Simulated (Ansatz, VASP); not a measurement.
## PbSe: VASP beside Ansatz

File POSCAR:

```
PbSe
1.0
    3.7681577394      0.0000000000      0.0000000000
    0.0000000000      3.7681577394      0.0000000000
    0.0000000000      0.0000000000      3.7681577394
Pb Se
1 1
Direct
    0.0000000000      0.0000000000      0.0000000000
    0.5000000000      0.5000000000      0.5000000000
```

File INCAR.step1:

```
SYSTEM = PbSe
PREC = Accurate
ENCUT = 520
ISMEAR = -1
SIGMA = 0.02
LREAL = .False.
LASPH = .True.
NELM = 80
NBANDS = 17
GGA = PE
ALGO = Normal
EDIFF = 1E-4
LWAVE = .True.
LCHARG = .False.
```

INCAR.step2

```
SYSTEM = PbSe
PREC = Accurate
ENCUT = 520
EDIFF = 1E-6
ISMEAR = -1
SIGMA = 0.02
LREAL = .False.
LASPH = .True.
NELM = 80
ALGO = Normal
ISIF = 2
LWAVE = .False.
LCHARG = .False.
METAGGA = R2SCAN
LMIXTAU = .True.
NBANDS = 17
ISTART = 1
```

KPOINTS

```
regular mesh
0
Gamma
  8 8 8
  0 0 0
```

Input for Ansatz:

```yaml
crystal:
  lattice:
    - [3.7681577394, 0.0, 0.0]
    - [0.0, 3.7681577394, 0.0]
    - [0.0, 0.0, 3.7681577394]
  atoms:
    - { symbol: Pb, position: [0.0, 0.0, 0.0] }
    - { symbol: Se, position: [0.5, 0.5, 0.5] }
kpoints:
  mp_grid: { grid: [8, 8, 8] }
  band_path:
    path:
      - [0.0, 0.0, 0.0]
      - [0.0, 0.5, 0.0]
      - [0.5, 0.5, 0.0]
      - [0.5, 0.5, 0.5]
      - [0.125, 0.125, 0.25]
    npoints: 1
hamiltonian:
  xc: r2scan
scf:
  occupations: { method: fermi_dirac, width: 0.02 }
  n_extra_bands: 4
output:
  forces: true
  stress: true
  eigenvalues: true
```

Alike in both runs: task single point; functional r2SCAN; k mesh 8 × 8 × 8; occupations fermi-dirac, width 0.02 eV; no spin polarisation.

|  | VASP | Ansatz |
| --- | --- | --- |
| version | VASP 6.6.1 | Ansatz 0.2.0 |
| potentials or method | VASP PAW PBE potentials, release 64 (Pb_d, Se) | plane waves, PAW |
| plane-wave cutoff (eV) | 520 | 500 |
| valence electrons in the cell | 20 | 30 |

```csv
,VASP,Ansatz,Ansatz less VASP
pressure (GPa),-0.3,-0.3,-0.02
```

VASP's potentials were made for PBE, not for r2SCAN. The functional is the same, so the differences come from potentials, cutoffs and numerics. VASP's potentials hold 20 valence electrons a cell and Ansatz's 30, so a difference there can come from the potentials and not from the codes.

Neither program's run includes spin-orbit coupling.
